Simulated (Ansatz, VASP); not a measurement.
**SnO2: VASP beside Ansatz**

File POSCAR:

```
SnO2
1.0
    4.7598181121      0.0000000000      0.0000000000
    0.0000000000      4.7600576133      0.0000000000
    0.0000000000      0.0000000000      3.2007107582
Sn O
2 4
Direct
    0.4985208221      0.5032304979      0.5000000000
   -0.0032531527      0.0043430707      0.0000000000
    0.2921778015      0.3059582263      0.0000000000
    0.8371034778      0.1659444446      0.5000000000
    0.2253787636      0.7778608972      0.5000000000
    0.6804530873      0.6940417737      0.0000000000
```

INCAR.step1

```
SYSTEM = SnO2
PREC = Accurate ; ENCUT = 520
ISMEAR = 0 ; SIGMA = 0.05
LREAL = .FALSE. ; LASPH = .TRUE.
NELM = 60 ; NBANDS = 35
GGA = PE ; ALGO = Normal
EDIFF = 1E-4 ; LWAVE = .TRUE.
LCHARG = .FALSE.
```

File INCAR.step2:

```
SYSTEM = SnO2
PREC = Accurate ; ENCUT = 520
EDIFF = 1E-7 ; ISMEAR = 0
SIGMA = 0.05 ; LREAL = .FALSE.
LASPH = .TRUE. ; NELM = 60
ALGO = Normal ; ISIF = 2
LWAVE = .FALSE. ; LCHARG = .TRUE.
METAGGA = R2SCAN ; LMIXTAU = .TRUE.
LELF = .TRUE. ; LVHAR = .TRUE.
NBANDS = 35 ; ISTART = 1
```

Contents of KPOINTS:

```
Automatic mesh
0
G
  6 6 8
  0 0 0
```

Input for Ansatz:

```yaml
crystal:
  lattice:
    - [4.7598181121, 0.0, 0.0]
    - [0.0, 4.7600576133, 0.0]
    - [0.0, 0.0, 3.2007107582]
  atoms:
    - { symbol: Sn, position: [0.4985208221, 0.5032304979, 0.5] }
    - { symbol: Sn, position: [-0.0032531527, 0.0043430707, 0.0] }
    - { symbol: O, position: [0.2921778015, 0.3059582263, 0.0] }
    - { symbol: O, position: [0.8371034778, 0.1659444446, 0.5] }
    - { symbol: O, position: [0.2253787636, 0.7778608972, 0.5] }
    - { symbol: O, position: [0.6804530873, 0.6940417737, 0.0] }
basis:
  ecutwfc: 500
kpoints:
  mp_grid: { grid: [6, 6, 8] }
hamiltonian:
  xc: r2scan
scf:
  occupations: { method: gaussian, width: 0.05 }
output:
  forces: true
  stress: true
  eigenvalues: true
```

Change from the starting cell: mode 15 (597.8 1/cm) frozen in, largest displacement -0.200 Å.

Alike in both runs: task single point; functional r2SCAN; k mesh 6 × 6 × 8; occupations gaussian, width 0.05 eV; no spin polarisation.

|  | VASP | Ansatz |
| --- | --- | --- |
| version | VASP 6.6.1 | Ansatz 0.2.0 |
| potentials or method | VASP PAW PBE potentials, release 64 (Sn_d, O), cutoff 520 eV | scalar-relativistic, plane waves, PAW |
| valence electrons in the cell | 52 | 52 |

Ansatz gave:

```
gap on the k mesh at the Fermi level (eV)                     : 1.71
least direct gap on the mesh (eV)                             : 1.71
pressure (GPa)                                                : 7.9
traceless stress, the component that is largest in VASP (GPa) : -6.08
rms of the force components (eV/Å)                            : 2.109
```

Problem. Estimate VASP's values.

Solution. gap on the k mesh at the Fermi level (eV): 1.72; least direct gap on the mesh (eV): 1.72; pressure (GPa): 9.0; traceless stress, the component that is largest in VASP (GPa): -6.05; rms of the force components (eV/Å): 2.171.

VASP's potentials were made for PBE, not for r2SCAN. Atom by atom the forces differ by 0.065 eV/Å (rms over components). The functional is the same, so the differences come from potentials, cutoffs and numerics.
